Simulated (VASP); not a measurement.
Here is a VASP 6.6.1 calculation.

File INCAR:

```
PREC     = Accurate       # precision mode
ENCUT    = 520            # plane-wave cutoff, eV
EDIFF    = 1E-7           # SCF threshold, eV
ISMEAR   = 0              # smearing method
SIGMA    = 0.1            # smearing width, eV
LREAL    = Auto         
LASPH    = T              # aspherical terms in the spheres
NELM     = 80             # most SCF steps
ALGO     = Normal         # electronic algorithm
ISIF     = 2              # what is computed and relaxed
LWAVE    = F              # write WAVECAR
LCHARG   = T              # write CHGCAR
GGA      = CA             # functional
LELF     = T              # ELF
LVHAR    = T            
NBANDS   = 49             # bands
```

The input KPOINTS:

```
regular mesh
0
Gamma
  3 4 1
```

File POSCAR:

```
Al20O
1.0
    8.1000000000      0.0000000000      0.0000000000
    0.0000000000      5.7275650000      0.0000000000
    0.0000000000      0.0000000000     16.7275650000
Al O
20 1
Direct
    0.0000000000      0.0000000000      0.0597816239
    0.5000000000      0.0000000000      0.0597816239
    0.0000000000      0.5000000873      0.0597816239
    0.5000000000      0.5000000873      0.0597816239
    0.2500000000      0.2499999564      0.1453823076
    0.7500000000      0.2499999564      0.1453823076
    0.2500000000      0.7500000436      0.1453823076
    0.7500000000      0.7500000436      0.1453823076
    0.0016438272      0.0011009914      0.2236305165
    0.4985162963      0.0035020118      0.2230692871
    0.0016444444      0.4988633040      0.2236626192
    0.4985381481      0.4965879916      0.2230548798
    0.2440448148      0.2500816665      0.3192661335
    0.7419087654      0.2500687465      0.3084464475
    0.2499802469      0.7500168047      0.3064565584
    0.7373970370      0.7499626805      0.3061023526
   -0.0127170370     -0.0166974971      0.3825293161
    0.4985198765     -0.0021937769      0.3846193992
   -0.0128155556      0.5165320690      0.3827386114
    0.4984823457      0.5022448458      0.3846348826
    0.0975686420      1.2498763436      0.4071322993
```

Potentials or basis: VASP PAW LDA potentials, release 64 (Al, O).

The run is started by

```bash
$ cat potpaw_LDA.64/Al/POTCAR potpaw_LDA.64/O/POTCAR > POTCAR
$ mpirun -np 1 vasp_std > vasp.out
```

**Question.** Predict the largest force.

**Answer.** 0.333 eV/Å.

**Question.** Estimate the band gap on the k mesh.

**Answer.** Zero (bands 33 and 34 overlap by 0.27 eV).

Forces on the atoms (eV/Å):
```
Al   0.042  0.117  0.305
Al   0.031 -0.070  0.204
Al   0.042 -0.117  0.306
Al   0.031  0.070  0.203
Al  -0.076  0.000 -0.116
Al  -0.074  0.000 -0.316
Al   0.092  0.000 -0.320
Al  -0.082  0.000 -0.304
Al  -0.005  0.002 -0.001
Al   0.002  0.002 -0.001
Al  -0.005  0.000  0.004
Al   0.000 -0.003  0.000
Al   0.021  0.000 -0.029
Al   0.001 -0.001  0.002
Al  -0.001 -0.001  0.009
Al   0.001  0.001  0.000
Al  -0.031 -0.058  0.000
Al   0.003 -0.001  0.007
Al  -0.030  0.058 -0.013
Al   0.004  0.001  0.007
O    0.033  0.000  0.053
```
